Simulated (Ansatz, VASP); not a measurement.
## Fe: VASP beside Ansatz

File INCAR:

```
PREC = Accurate
ENCUT = 520
EDIFF = 1E-8
ISMEAR = -1
SIGMA = 0.08
LREAL = False
LASPH = True
NELM = 100
ALGO = Normal
ISIF = 2
LWAVE = False
LCHARG = False
GGA = PS
LEFG = True
NBANDS = 15
```

The input KPOINTS:

```
Automatic mesh
0
Gamma
  17 17 10
```

Contents of POSCAR:

```
Fe
1.0
    2.5071823129      0.0000000000      0.0000000000
   -1.2535911564      2.1712835749      0.0000000000
    0.0000000000      0.0000000000      3.8419344700
Fe
2
Direct
    0.3333333333      0.6666666667      0.2500000000
    0.6666666667      0.3333333333      0.7500000000
```

Input for Ansatz:

```yaml
crystal:
  lattice:
    - [2.5071823129, 0.0, 0.0]
    - [-1.2535911564, 2.1712835749, 0.0]
    - [0.0, 0.0, 3.84193447]
  atoms:
    - { symbol: Fe, position: [0.3333333333, 0.6666666667, 0.25] }
    - { symbol: Fe, position: [0.6666666667, 0.3333333333, 0.75] }
kpoints:
  mp_grid: { grid: [17, 17, 10] }
scf:
  occupations: { method: fermi_dirac, width: 0.08 }
hamiltonian:
  xc: pbesol
  pseudopotentials: { kind: all_electron, datasets: crystal }
output:
  forces: true
  stress: true
  eigenvalues: true
  efg: { contact_densities: true }
```

Change from the starting cell: equal xx and yy strain of +3 %, crystal datasets.

Alike in both runs: task electric field gradients; functional PBEsol; k mesh 17 × 17 × 10; occupations fermi-dirac, width 0.08 eV; no spin polarisation.

|  | VASP | Ansatz |
| --- | --- | --- |
| version | VASP 6.6.1 | Ansatz 0.2.0 |
| potentials or method | VASP PAW PBE potentials, release 64 (Fe), cutoff 520 eV | all-electron PAW with datasets made for the crystal, scalar-relativistic |

```csv
,VASP,Ansatz,Ansatz less VASP
pressure (GPa),-17.3,-17.1,+0.19
"traceless stress, the component that is largest in VASP (GPa)",7.65,7.95,+0.298
size of Vzz on the site where it differs most (V/Å²),13.9,8.5,-5.43
```

VASP's potentials were made for PBE, not for PBEsol. Ansatz ran all-electron here, and VASP with PAW potentials. Ansatz's warnings: printed levels off.
